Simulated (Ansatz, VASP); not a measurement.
**Two plane-wave programs on CuCl2**

Contents of INCAR:

```
PREC     = Accurate       # precision mode
ENCUT    = 520            # plane-wave cutoff, eV
EDIFF    = 1E-6           # SCF threshold, eV
ISMEAR   = 0              # smearing method
SIGMA    = 0.05           # smearing width, eV
LREAL    = False          # projectors in reciprocal space
LASPH    = True           # aspherical terms in the spheres
NELM     = 150            # most SCF steps
ALGO     = Normal         # electronic algorithm
ISIF     = 2              # what is computed and relaxed
LWAVE    = False          # write WAVECAR
LCHARG   = False          # write CHGCAR
ISPIN    = 2              # spin polarisation
MAGMOM   = 0 0 0          # initial moments
LORBIT   = 11             # projections on sites
LMAXMIX  = 4              # l up to which the mixer works
NBANDS   = 24             # bands
```

KPOINTS

```
Automatic mesh
0
Gamma
  5 5 5
```

File POSCAR:

```
CuCl2
1.0
    0.0000000000      3.0438866400      3.0438866400
    3.0438866400      0.0000000000      3.0438866400
    3.0438866400      3.0438866400      0.0000000000
Cu Cl
1 2
Direct
    0.0000000000      0.0000000000      0.0000000000
    0.2500000000      0.2500000000      0.2500000000
    0.7500000000      0.7500000000      0.7500000000
```

Input for Ansatz:

```yaml
crystal:
  lattice:
    - [0.0, 3.04388664, 3.04388664]
    - [3.04388664, 0.0, 3.04388664]
    - [3.04388664, 3.04388664, 0.0]
  atoms:
    - { symbol: Cu, position: [0.0, 0.0, 0.0], spin: 0.5 }
    - { symbol: Cl, position: [0.25, 0.25, 0.25] }
    - { symbol: Cl, position: [0.75, 0.75, 0.75] }
basis:
  ecutwfc: 420
  ecutrho_ratio: 4
kpoints:
  mp_grid: { grid: [5, 5, 5] }
hamiltonian:
  xc: lda
scf:
  occupations: { method: gaussian, width: 0.05 }
  lower_state_search: "off"
  max_iter: 150
output:
  forces: true
  stress: true
  eigenvalues: true
  populations: true
  hubbard: { sites: [{ site: 0, l: d }] }
magnetization:
  spin_polarized: true
  initial_magnetization: 0.5
  spin_locking: { lock_magnetization: soft, n_iters: 6 }
```

Alike in both runs: task single point; functional LDA; k mesh 5 × 5 × 5; occupations gaussian, width 0.05 eV; collinear spin.

|  | VASP | Ansatz |
| --- | --- | --- |
| version | VASP 6.6.1 | Ansatz 0.2.0 |
| potentials or method | VASP PAW LDA potentials, release 64 (Cu, Cl), cutoff 520 eV | scalar-relativistic, plane waves, PAW |
| valence electrons in the cell | 25 | 33 |

```csv
,VASP,Ansatz,Ansatz less VASP
gap on the k mesh at the Fermi level (eV),none,none,-
pressure (GPa),-4.7,-4.6,+0.16
net moment per atom (μB),0.00,0.00,0.000
```

LDA's correlation is that of Perdew and Zunger in VASP and of Perdew and Wang (1992) in Ansatz. A gap of «none» marks a metal or a gap that the smearing closes. VASP's potentials hold 25 valence electrons a cell and Ansatz's 33, so a difference there can come from the potentials and not from the codes. Ansatz's warnings: filled band counts differ across k points, seeded moment not kept, stress scf threshold loose.
